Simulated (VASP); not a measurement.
# TePb (Fm-3m) in VASP: settings compared, part 2 of 2

VASP 6.6.1.

### Step 3. Single point, PBE exchange alone

INCAR

```
AGGAC    = 0.0          
ALDAC    = 0.0          
ALGO     = Normal         # electronic algorithm
EDIFF    = 1E-6           # SCF threshold, eV
ENCUT    = 520            # plane-wave cutoff, eV
GGA      = PE             # functional
ISIF     = 2              # what is computed and relaxed
ISMEAR   = -1             # smearing method
LASPH    = T              # aspherical terms in the spheres
LCHARG   = T              # write CHGCAR
LELF     = T              # ELF
LREAL    = F              # projectors in reciprocal space
LVHAR    = T            
LWAVE    = F              # write WAVECAR
NBANDS   = 17             # bands
NELM     = 100            # most SCF steps
PREC     = Accurate       # precision mode
SIGMA    = 0.05           # smearing width, eV
```

KPOINTS

```
k-points
0
Gamma
  7 7 7
```

POSCAR

```
TePb
1.0
    0.0000000000      3.2093147829      3.2093147829
    3.2093147829      0.0000000000      3.2093147829
    3.2093147829      3.2093147829      0.0000000000
Pb Te
1 1
Direct
    0.0000000000      0.0000000000      0.0000000000
    0.5000000000      0.5000000000      0.5000000000
```

Potentials or basis: VASP PAW PBE potentials, release 64 (Pb_d, Te).

On the command line:

```console
$ cat potpaw_PBE.64/Pb_d/POTCAR potpaw_PBE.64/Te/POTCAR > POTCAR
$ mpirun -np 1 vasp_std > vasp.out
```

It took 11 s on 1 thread of Intel Xeon 6975P-C (Granite Rapids), shared host; peak memory 0.21 GiB.

The run converged. Its results:

```yaml
Free_energy: -4.8892 eV
Pressure: 11.5 GPa
```

Levels at points of the mesh, in eV from the Fermi level:
| k point | band 8 | band 9 | band 10 | band 11 | band 12 | band 13 |
| --- | --- | --- | --- | --- | --- | --- |
| (0.00, 0.00, 0.00) | -1.89 | -1.89 | -1.89 | 3.59 | 3.59 | 3.59 |

Caveat: this odd mesh misses L, where the gap lies, so gap, dielectric constants and Born charges aren't listed; spin-orbit coupling is left out, which moves the levels of the heavy elements.

### Step 4. Single point, LDA

This run uses another cell than the first one, of 34.40 Å³/atom, 1.041 times its volume.

INCAR

```
PREC = Accurate
ENCUT = 520
EDIFF = 1E-7
ISMEAR = -1
SIGMA = 0.05
LREAL = False
LASPH = True
NELM = 100
ALGO = Normal
ISIF = 2
LWAVE = False
LCHARG = False
NBANDS = 17
```

KPOINTS

```
regular mesh
0
Gamma
  7 7 7
```

POSCAR

```
TePb
1.0
    0.0000000000      3.2523979746      3.2523979746
    3.2523979746      0.0000000000      3.2523979746
    3.2523979746      3.2523979746      0.0000000000
Pb Te
1 1
Direct
    0.0000000000      0.0000000000      0.0000000000
    0.5000000000      0.5000000000      0.5000000000
```

Potentials or basis: VASP PAW LDA potentials, release 64 (Pb_d, Te).

On the command line:

```console
$ cat potpaw_LDA.64/Pb_d/POTCAR potpaw_LDA.64/Te/POTCAR > POTCAR
$ mpirun -np 1 vasp_std > vasp.out
```

OUTCAR:

```text
PREC = Accurate
   ENCUT = 520
   EDIFF = 1E-7
   ISMEAR = -1
   LREAL = False
   LASPH = True
   NELM = 100
   ISIF = 2

 ion  position               nearest neighbor table
   1  0.000  0.000  0.000-   2 3.25   2 3.25   2 3.25   2 3.25   2 3.25   2 3.25
   2  0.500  0.500  0.500-   1 3.25   1 3.25   1 3.25   1 3.25   1 3.25   1 3.25

  LATTYP: Found a face centered cubic cell.
 ALAT       =     6.5047959492

  Lattice vectors:

 A1 = (   0.0000000000,   3.2523979746,   3.2523979746)
[... 579 lines left out ...]
------------------------ aborting loop because EDIFF is reached ----------------------------------------

  FORCE on cell =-STRESS in cart. coord.  units (eV):
  Direction    XX          YY          ZZ          XY          YZ          ZX
  --------------------------------------------------------------------------------------
  -------------------------------------------------------------------------------------
  Total       -1.0523604     -1.0523604     -1.0523604      0.0000000      0.0000000      0.0000000
  in kB      -24.5038340    -24.5038340    -24.5038340      0.0000000      0.0000000      0.0000000
  external PRESSURE =     -24.5038340 kB  Pullay stress =       0.0000000 kB

 VOLUME and BASIS-vectors are now :
 -----------------------------------------------------------------------------
  energy-cutoff  :      520.00
  volume of cell :       68.81
      direct lattice vectors                 reciprocal lattice vectors
     0.000000000  3.252397975  3.252397975    -0.153732724  0.153732724  0.153732724
     3.252397975  0.000000000  3.252397975     0.153732724 -0.153732724  0.153732724
     3.252397975  3.252397975  0.000000000     0.153732724  0.153732724 -0.153732724

 POSITION                                       TOTAL-FORCE (eV/Angst)
 -----------------------------------------------------------------------------------
      0.00000      0.00000      0.00000         0.000000     -0.000000      0.000000
      3.25240      3.25240      3.25240        -0.000000      0.000000     -0.000000
 -----------------------------------------------------------------------------------
    total drift:                               -0.000000      0.000000      0.000000

  FREE ENERGIE OF THE ION-ELECTRON SYSTEM (eV)
  ---------------------------------------------------
  free  energy   TOTEN  =        -8.7473345916 eV

  energy  without entropy=       -8.7473302468  energy(sigma->0) =       -8.74733242
```

OSZICAR:

```text
N       E                     dE             d eps       ncg     rms          rms(c)
DAV:   1     0.153347814588E+03    0.15335E+03   -0.91198E+03   680   0.112E+03
DAV:   2     0.197023231436E+01   -0.15138E+03   -0.14705E+03   699   0.297E+02
DAV:   3    -0.857582701090E+01   -0.10546E+02   -0.10479E+02   889   0.851E+01
DAV:   4    -0.887099609959E+01   -0.29517E+00   -0.29499E+00   862   0.161E+01
DAV:   5    -0.888352966233E+01   -0.12534E-01   -0.12533E-01   994   0.307E+00    0.319E+00
DAV:   6    -0.875559292139E+01    0.12794E+00   -0.28365E-01  1013   0.369E+00    0.199E+00
DAV:   7    -0.874805937085E+01    0.75336E-02   -0.68898E-02   826   0.127E+00    0.888E-01
DAV:   8    -0.874748533164E+01    0.57404E-03   -0.79679E-03   857   0.839E-01    0.106E-01
DAV:   9    -0.874734573486E+01    0.13960E-03   -0.14092E-03  1027   0.322E-01    0.367E-02
DAV:  10    -0.874733459466E+01    0.11140E-04   -0.92010E-05   903   0.719E-02    0.238E-02
DAV:  11    -0.874733447202E+01    0.12264E-06   -0.17282E-05   953   0.240E-02    0.856E-03
DAV:  12    -0.874733464260E+01   -0.17058E-06   -0.16109E-06   896   0.124E-02    0.745E-03
DAV:  13    -0.874733459162E+01    0.50977E-07   -0.64359E-08   466   0.253E-03
   1 F= -.87473346E+01 E0= -.87473324E+01  d E =-.434487E-05
```

Wall time 9.4 s (1 thread of Intel Xeon 6975P-C (Granite Rapids), shared host); peak memory 0.18 GiB.

Results:

```yaml
Free_energy: -8.7473 eV
Pressure: -2.5 GPa
```

Levels at points of the mesh, in eV from the Fermi level:
| k point | band 8 | band 9 | band 10 | band 11 | band 12 | band 13 |
| --- | --- | --- | --- | --- | --- | --- |
| (0.00, 0.00, 0.00) | -1.65 | -1.65 | -1.65 | 3.59 | 3.59 | 3.59 |

Caveat: this odd mesh misses L, where the gap lies, so gap, dielectric constants and Born charges aren't listed; spin-orbit coupling is left out, which moves the levels of the heavy elements.

### Step 5. Single point, PBE+D3(BJ)

This run uses another cell than the first one, of 33.86 Å³/atom, 1.024 times its volume.

INCAR

```
SYSTEM = TePb
PREC = Accurate ; ENCUT = 520
EDIFF = 1E-6 ; ISMEAR = -1
SIGMA = 0.05 ; LREAL = .False.
LASPH = .True. ; NELM = 60
ALGO = Normal ; ISIF = 2
LWAVE = .False. ; LCHARG = .False.
GGA = PE ; IVDW = 12
NBANDS = 17
```

KPOINTS

```
regular mesh
0
Gamma
  7 7 7
  0 0 0
```

POSCAR

```
TePb
1.0
    0.0000000000      3.2352727517      3.2352727517
    3.2352727517      0.0000000000      3.2352727517
    3.2352727517      3.2352727517      0.0000000000
Pb Te
1 1
Direct
    0.0000000000      0.0000000000      0.0000000000
    0.5000000000      0.5000000000      0.5000000000
```

Potentials or basis: VASP PAW PBE potentials, release 64 (Pb_d, Te).

On the command line:

```console
$ cat potpaw_PBE.64/Pb_d/POTCAR potpaw_PBE.64/Te/POTCAR > POTCAR
$ mpirun -np 1 vasp_std > vasp.out
```

It took 10 s on 1 thread of Intel Xeon 6975P-C (Granite Rapids), shared host; peak memory 0.21 GiB.

It converged, with:

```yaml
Free_energy: -8.3074 eV
Pressure: -0.1 GPa
Dispersion_energy_per_atom: -0.401 eV
```

Levels at points of the mesh, in eV from the Fermi level:
```tsv
k point	band 8	band 9	band 10	band 11	band 12	band 13
(0.00, 0.00, 0.00)	-1.74	-1.74	-1.74	3.66	3.66	3.66
```

Caveat: this odd mesh misses L, where the gap lies, so gap, dielectric constants and Born charges aren't listed; spin-orbit coupling is left out, which moves the levels of the heavy elements.

### Step 6. Overview

```tsv
level	potentials or basis	cell	pressure (GPa)
RPBE+D4	VASP PAW PBE potentials, release 64 (Pb_d, Te)	a = 4.539 Å, angles 60.0°, 2 atoms	0.8
PBE exchange alone	VASP PAW PBE potentials, release 64 (Pb_d, Te)	a = 4.539 Å, angles 60.0°, 2 atoms	11.5
LDA	VASP PAW LDA potentials, release 64 (Pb_d, Te)	a = 4.600 Å, angles 60.0°, 2 atoms	-2.5
PBE+D3(BJ)	VASP PAW PBE potentials, release 64 (Pb_d, Te)	a = 4.575 Å, angles 60.0°, 2 atoms	-0.1
```

Alike in all rows: task single point; no spin polarisation; k mesh 7 × 7 × 7; cutoff (eV) 520; smearing fermi-dirac 0.05 eV.

Caveats: spin-orbit coupling is left out, which moves the levels of the heavy elements; the PAW data sets were made with another functional, which shifts forces and pressure a little (some runs).

Absolute energies hang on the potentials; compare differences alone.
